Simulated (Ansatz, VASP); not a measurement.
## One calculation of CdS3, two programs

```
Cd S
1.0
     0.00000    3.30689    3.30689
     3.30689    0.00000    3.30689
     3.30689    3.30689    0.00000
Cd S
1 3
Direct
  0.00000 0.00000 0.00000
  0.25000 0.25000 0.25000
  0.75000 0.75000 0.75000
  0.50000 0.50000 0.50000
```

Change from the starting cell: species swapped into the CdIn3 type (Fm-3m, No. 225).

Alike in both runs: functional PBE; k mesh 12 × 12 × 12; occupations gaussian, width 0.1 eV; no spin polarisation.

Ansatz relaxed the structure, and its values are those at the end. VASP's run is a single point on that final structure, the one shown.

|  | VASP | Ansatz |
| --- | --- | --- |
| version | VASP 6.6.1 | Ansatz 0.2.0 |
| potentials or method | VASP PAW PBE potentials, release 64 (Cd, S), cutoff 500 eV | scalar-relativistic, plane waves, PAW |
| valence electrons in the cell | 30 | 38 |

```tsv
	VASP	Ansatz	Ansatz less VASP
gap on the k mesh at the Fermi level (eV)	none	none	-
pressure (GPa)	0.2	0.0	-0.17
```

A gap of «none» marks a metal or a gap that the smearing closes. With one functional, cell and mesh, what is left measures potentials, basis and numerics. VASP's potentials hold 30 valence electrons a cell and Ansatz's 38, so a difference there can come from the potentials and not from the codes.
